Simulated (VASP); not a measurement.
# SnO (P6_3/mmc) in VASP: single point with PBE

Aim: the single point of SnO with PBE.

Program: VASP 6.6.1. These are calculated values, not measurements. Logs are shortened: lines on timing, memory, paths and dates and some standing lists are left out, and cuts for length are marked.

**1. The cell of the first run**

The structure is hexagonal, space group P6_3/mmc (No. 194). The conventional cell has a = 3.469 Å, b = 3.469 Å, c = 6.438 Å, α = 90.00°, β = 90.00°, γ = 120.00°. Sn (site symmetry -3m) has 6 O at 2.57 Å and 8 Sn at 3.22 to 3.47 Å within 3.5 Å. O (site symmetry -6m2) has 6 Sn at 2.57 Å and 6 O at 3.47 Å within 3.5 Å.

**2. Single point, PBE**

INCAR reads:

```
PREC     = Accurate       # precision mode
ENCUT    = 520            # plane-wave cutoff, eV
EDIFF    = 1E-6           # SCF threshold, eV
ISMEAR   = 0              # smearing method
SIGMA    = 0.1            # smearing width, eV
LREAL    = False          # projectors in reciprocal space
LASPH    = True           # aspherical terms in the spheres
NELM     = 80             # most SCF steps
ALGO     = Normal         # electronic algorithm
ISIF     = 2              # what is computed and relaxed
LWAVE    = False          # write WAVECAR
LCHARG   = True           # write CHGCAR
GGA      = PE             # functional
LELF     = True           # ELF
LVHAR    = True         
NBANDS   = 28             # bands
```

KPOINTS reads:

```
Automatic mesh
0
Gamma
  18 18 8
```

POSCAR reads:

```
SnO
1.0
    3.4689528648      0.0000000000      0.0000000000
   -1.7344764324      3.0042013054      0.0000000000
    0.0000000000      0.0000000000      6.4379904662
Sn O
2 2
Direct
    0.0000000000      0.0000000000      0.0000000000
    0.0000000000      0.0000000000      0.5000000000
    0.3333333333      0.6666666667      0.7500000000
    0.6666666667      0.3333333333      0.2500000000
```

Potentials or basis: VASP PAW PBE potentials, release 64 (Sn_d, O).

On the command line:

```console
cat potpaw_PBE.64/Sn_d/POTCAR potpaw_PBE.64/O/POTCAR > POTCAR
mpirun -np 1 vasp_std > vasp.out
```

OUTCAR:

```text
PREC = Accurate
   ENCUT = 520
   EDIFF = 1E-6
   ISMEAR = 0
   LREAL = False
   LASPH = True
   NELM = 80
   ISIF = 2
   GGA = PE

 ion  position               nearest neighbor table
   1  0.000  0.000  0.000-   3 2.57   4 2.57   3 2.57   4 2.57   4 2.57   3 2.57   2 3.22   2 3.22

   2  0.000  0.000  0.500-   3 2.57   4 2.57   3 2.57   4 2.57   4 2.57   3 2.57   1 3.22   1 3.22

   3  0.333  0.667  0.750-   1 2.57   2 2.57   1 2.57   2 2.57   1 2.57   2 2.57
   4  0.667  0.333  0.250-   1 2.57   2 2.57   1 2.57   2 2.57   1 2.57   2 2.57

  LATTYP: Found a hexagonal cell.
 ALAT       =     3.4689528648
 C/A-ratio  =     1.8558887126

  Lattice vectors:

 A1 = (   3.4689528648,   0.0000000000,   0.0000000000)
 A2 = (  -1.7344764324,   3.0042013054,   0.0000000000)
 A3 = (   0.0000000000,   0.0000000000,   6.4379904662)

Analysis of symmetry for initial positions (statically):
=====================================================================
 Subroutine PRICEL returns:
 Original cell was already a primitive cell.

 Routine SETGRP: Setting up the symmetry group for a
 hexagonal supercell.

 Subroutine GETGRP returns: Found 24 space group operations
 (whereof 12 operations were pure point group operations)
 out of a pool of 24 trial point group operations.

The static configuration has the point symmetry D_3d.
 The point group associated with its full space group is D_6h.

Analysis of symmetry for dynamics (positions and initial velocities):
=====================================================================
 Subroutine PRICEL returns:
 Original cell was already a primitive cell.

 Routine SETGRP: Setting up the symmetry group for a
 hexagonal supercell.

 Subroutine GETGRP returns: Found 24 space group operations
 (whereof 12 operations were pure point group operations)
 out of a pool of 24 trial point group operations.

The dynamic configuration has the point symmetry D_3d.
 The point group associated with its full space group is D_6h.

 Subroutine INISYM returns: Found 24 space group operations
 (whereof 12 operations are pure point group operations),
 and found     1 'primitive' translations

----------------------------------------------------------------------------------------

                                     Primitive cell

  volume of cell :      67.0931

  direct lattice vectors                    reciprocal lattice vectors
     3.468952865  0.000000000  0.000000000     0.288271429  0.166433587  0.000000000
    -1.734476432  3.004201305  0.000000000     0.000000000  0.332867174  0.000000000
     0.000000000  0.000000000  6.437990466     0.000000000  0.000000000  0.155327972

  length of vectors
     3.468952865  3.468952865  6.437990466     0.332867174  0.332867174  0.155327972

  position of ions in fractional coordinates (direct lattice)
     0.000000000  0.000000000  0.000000000
     0.000000000  0.000000000  0.500000000
     0.333333333  0.666666667  0.750000000
     0.666666667  0.333333333  0.250000000

  ion indices of the primitive-cell ions
   primitive index   ion index
                 1           1
                 2           2
                 3           3
                 4           4

----------------------------------------------------------------------------------------

 KPOINTS: Automatic mesh

Automatic generation of k-mesh.
 Grid dimensions read from file:
 generate k-points for:   18   18    8

 Generating k-lattice:

  Cartesian coordinates                     Fractional coordinates (reciprocal lattice)
     0.016015079  0.009246310  0.000000000     0.055555556 -0.000000000  0.000000000
     0.000000000  0.018492621  0.000000000     0.000000000  0.055555556  0.000000000
     0.000000000  0.000000000  0.019415996     0.000000000  0.000000000  0.125000000

  Length of vectors
     0.018492621  0.018492621  0.019415996

  Shift w.r.t. Gamma in fractional coordinates (k-lattice)
     0.000000000  0.000000000  0.000000000

 Subroutine IBZKPT returns following result:
 ===========================================

 Found    185 irreducible k-points:

 Following reciprocal coordinates:
            Coordinates               Weight
  0.000000  0.000000  0.000000      1.000000
  0.055556 -0.000000  0.000000      6.000000
  0.111111 -0.000000  0.000000      6.000000
  0.166667 -0.000000  0.000000      6.000000
  0.222222 -0.000000  0.000000      6.000000
  0.277778  0.000000  0.000000      6.000000
[... 16 lines left out ...]
  0.333333  0.111111  0.000000     12.000000
  0.388889  0.111111  0.000000     12.000000
 [... further k-points ...]
   k-points           NKPTS =    185   k-points in BZ     NKDIM =    185   number of bands    NBANDS=     28
   number of dos      NEDOS =    301   number of ions     NIONS =      4
   total plane-waves  NPLWV =  37632
   dimension x,y,z NGX =    28 NGY =   28 NGZ =   48
   dimension x,y,z NGXF=    56 NGYF=   56 NGZF=   96
   ions per type =               2   2
   NGX,Y,Z   is equivalent  to a cutoff of  13.42, 13.42, 12.39 a.u.
   NGXF,Y,Z  is equivalent  to a cutoff of  26.84, 26.84, 24.79 a.u.
 SYSTEM =  unknown system
   PREC   = accura    normal or accurate (medium, high low for compatibility)
   ISTART =      0    job   : 0-new  1-cont  2-samecut
   ICHARG =      2    charge: 1-file 2-atom 10-const
   ISPIN  =      1    spin polarized calculation?
   LNONCOLLINEAR =      F non collinear calculations
   LSORBIT =      F    spin-orbit coupling
   LASPH  =      T    aspherical Exc in radial PAW
   ENCUT  =  520.0 eV  38.22 Ry    6.18 a.u.   6.45  6.45 11.97*2*pi/ulx,y,z
   NELM   =     80;   NELMIN=  2; NELMDL= -5     # of ELM steps
   EDIFF  = 0.1E-05   stopping-criterion for ELM
   LREAL  =      F    real-space projection
   EDIFFG = 0.1E-04   stopping-criterion for IOM
   NSW    =      0    number of steps for IOM
   IBRION =     -1    ionic relax: 0-MD 1-quasi-New 2-CG
   NFREE  =      0    steps in history (QN), initial steepest desc. (CG)
   ISIF   =      2    stress and relaxation
   ISYM   =      2    0-nonsym 1-usesym 2-fastsym
   POTIM  = 0.5000    time-step for ionic-motion
   TEBEG  =    0.0;   TEEND  =   0.0 temperature during run
   PSTRESS=    0.0 pullay stress
   NELECT =      40.0000    total number of electrons
   NUPDOWN=      -1.0000    fix difference up-down
   EMIN   =  10.00;   EMAX   =-10.00  energy-range for DOS
   EFERMI =   0.00;   METHOD = LEGACY
   ISMEAR =     0;   SIGMA  =   0.10  broadening in eV -4-tet -1-fermi 0-gaus
   EFERMI_NEDOS =   21; number of points for ismear=-14 and -15
   IALGO  =     38    algorithm
   IMIX   =      4    mixing-type and parameters
     AMIX     =   0.40;   BMIX     =  1.00
     AMIX_MAG =   1.60;   BMIX_MAG =  1.00
  volume/ion in A,a.u.               =      16.77       113.19
  Fermi-wavevector in a.u.,A,eV,Ry     =   1.377851  2.603761 25.830297  1.898473
  Thomas-Fermi vector in A             =   2.502966
   LORBIT       =      0    0 simple, 1 ext, 2 COOP (PROOUT), +10 PAW based schemes
   GGA     = PE    functional components
   LHFCALC =     F    Hartree Fock is set to
   AEXX    =    0.0000 exact exchange contribution
   IVDW    =     0    specifies the selected vdW correction
   LEPSILON=     F    determine dielectric tensor
   LRPA    =     F    only Hartree local field effects (RPA)
 non-spin polarized calculation
 Gauss-broadening in eV      SIGMA  =   0.10
  energy-cutoff  :      520.00
  volume of cell :       67.09
 maximum number of plane-waves:      1833
 NGX is ok and might be reduce to    28
   NGX = 13   NGY = 13   NGZ = 23

 number of electron      40.0000011 magnetization

 Free energy of the ion-electron system (eV)
  ---------------------------------------------------
  ext. energy  EPLUGINS =         0.00000000
  ---------------------------------------------------
  free energy    TOTEN  =       -20.64957961 eV

  energy without entropy =      -20.64784934  energy(sigma->0) =      -20.64871448

 E-fermi :   7.5199     XC(G=0): -10.6828

 val. band max:        7.4855583914   @ k =   0.4444  -0.0000   0.1250
 cond. band min:       7.5378570935   @ k =   0.4444   0.1111   0.1250
 fundamental gap:      0.0522987021
 Fermi energy:         7.5198950527

 k-point     1 :       0.0000    0.0000    0.0000
  band No.  band energies     occupation
      1     -14.3173      2.00000
      2     -14.1953      2.00000
      3     -14.1953      2.00000
      4     -14.1827      2.00000
      5     -14.1827      2.00000
      6     -14.1395      2.00000
[... 20 lines left out ...]
     27      15.3313      0.00000
     28      18.2271      0.00000

 k-point     2 :       0.0556   -0.0000    0.0000
  band No.  band energies     occupation
      1     -14.3156      2.00000
      2     -14.1966      2.00000
      3     -14.1920      2.00000
      4     -14.1832      2.00000
      5     -14.1796      2.00000
      6     -14.1452      2.00000
[... 20 lines left out ...]
     27      15.5812      0.00000
     28      17.4320      0.00000

 k-point     3 :       0.1111   -0.0000    0.0000
  band No.  band energies     occupation
      1     -14.3109      2.00000
      2     -14.2012      2.00000
      3     -14.1851      2.00000
      4     -14.1826      2.00000
      5     -14.1707      2.00000
      6     -14.1605      2.00000
[... 20 lines left out ...]
     27      15.9491      0.00000
     28      16.5704      0.00000

 k-point     4 :       0.1667   -0.0000    0.0000
  band No.  band energies     occupation
      1     -14.3042      2.00000
      2     -14.2126      2.00000
      3     -14.1886      2.00000
      4     -14.1786      2.00000
      5     -14.1684      2.00000
      6     -14.1570      2.00000
[... 578 lines left out ...]
     27      15.0156      0.00000
     28      18.1522      0.00000

 k-point    23 :       0.3333    0.1111    0.0000
  band No.  band energies     occupation
      1     -14.3134      2.00000
      2     -14.2718      2.00000
      3     -14.1984      2.00000
      4     -14.1934      2.00000
      5     -14.1685      2.00000
      6     -14.1119      2.00000
[... 20 lines left out ...]
     27      15.0218      0.00000
     28      18.5484      0.00000

 k-point    24 :       0.3889    0.1111    0.0000
  band No.  band energies     occupation
      1     -14.3257      2.00000
      2     -14.2702      2.00000
      3     -14.2009      2.00000
      4     -14.1917      2.00000
      5     -14.1714      2.00000
      6     -14.1157      2.00000
[... 20 lines left out ...]
     27      15.0318      0.00000
     28      18.6000      0.00000

 [... further k-points ...]

------------------------ aborting loop because EDIFF is reached ----------------------------------------

  FORCE on cell =-STRESS in cart. coord.  units (eV):
  Direction    XX          YY          ZZ          XY          YZ          ZX
  --------------------------------------------------------------------------------------
  -------------------------------------------------------------------------------------
  Total       -0.0086780     -0.0086780      0.0057924     -0.0000000      0.0000000     -0.0000000
  in kB       -0.2072298     -0.2072298      0.1383209     -0.0000000      0.0000000     -0.0000000
  external PRESSURE =      -0.0920462 kB  Pullay stress =       0.0000000 kB

 VOLUME and BASIS-vectors are now :
 -----------------------------------------------------------------------------
  energy-cutoff  :      520.00
  volume of cell :       67.09
      direct lattice vectors                 reciprocal lattice vectors
     3.468952865  0.000000000  0.000000000     0.288271429  0.166433587  0.000000000
    -1.734476432  3.004201305  0.000000000     0.000000000  0.332867174  0.000000000
     0.000000000  0.000000000  6.437990466     0.000000000  0.000000000  0.155327972

 POSITION                                       TOTAL-FORCE (eV/Angst)
 -----------------------------------------------------------------------------------
      0.00000      0.00000      0.00000        -0.000000      0.000000      0.000000
      0.00000      0.00000      3.21900        -0.000000      0.000000      0.000000
     -0.00000      2.00280      4.82849         0.000000     -0.000000     -0.000000
      1.73448      1.00140      1.60950        -0.000000      0.000000      0.000000
 -----------------------------------------------------------------------------------
    total drift:                               -0.000000      0.000000      0.000000

  FREE ENERGIE OF THE ION-ELECTRON SYSTEM (eV)
  ---------------------------------------------------
  free  energy   TOTEN  =       -20.6495796102 eV

  energy  without entropy=      -20.6478493432  energy(sigma->0) =      -20.64871448
```

It took 3.2 min on 1 thread of Intel Xeon Platinum 8488C (Sapphire Rapids), shared host; peak memory 0.39 GiB.

Results:

```yaml
Free_energy: -20.6496 eV
Pressure: 0.0 GPa
Band_gap_on_the_k_mesh: zero (bands 20 and 21 overlap by 0.76 eV)
```

Caveat: semilocal functionals underestimate gaps, and a narrow one can read as zero; spin-orbit coupling is left out, which moves the levels of the heavy elements.

The gap in the log of VASP goes by the Fermi energy; the results here count the filled bands.